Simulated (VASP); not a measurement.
Write the native input for VASP 6.6.1 that does the following.

```yaml
Task: single point
Functional: PBE
Potentials_or_basis: VASP PAW PBE potentials, release 64 (Ga_d)
Cutoff: 520 eV
k_mesh: 15 × 15 × 15
Occupations: fermi-dirac, width 0.05 eV
Spin: no spin polarisation
Dipole_correction: no
Further_INCAR_settings: ALGO = Normal; EDIFF = 1e-06; NBANDS = 12
```

The structure of Ga lies in POSCAR:

```
Ga
1.0
    2.6117084263      0.0000000000      0.0000000000
    0.0000000000      2.6117084263      0.0000000000
    0.0000000000      0.0000000000      2.6117084263
Ga
1
Direct
    0.0000000000      0.0000000000      0.0000000000
```

This isn't the form of Ga at room conditions, which is orthorhombic.

These files were run (other wordings do the same):

INCAR

```
SYSTEM = Ga
PREC = Accurate
ENCUT = 520
EDIFF = 1E-6
ISMEAR = -1
SIGMA = 0.05
LREAL = .FALSE.
LASPH = .TRUE.
NELM = 80
ALGO = Normal
ISIF = 2
LWAVE = .FALSE.
LCHARG = .FALSE.
GGA = PE
NBANDS = 12
```

KPOINTS

```
regular mesh
0
G
  15 15 15
  0 0 0
```

Potentials or basis: VASP PAW PBE potentials, release 64 (Ga_d).

Run with:

```bash
$ cat potpaw_PBE.64/Ga_d/POTCAR > POTCAR
$ mpirun -np 1 vasp_std > vasp.out
```

Results of the run:

* Pressure: 7.5 GPa
* Band gap on the k mesh: zero (an odd number of electrons rules out a gap without spin polarisation)

Caveat: the cell stands under pressure.

It took 21 s on 1 thread of Intel Xeon 8259CL, with other jobs on the host, peak memory 0.14 GiB.
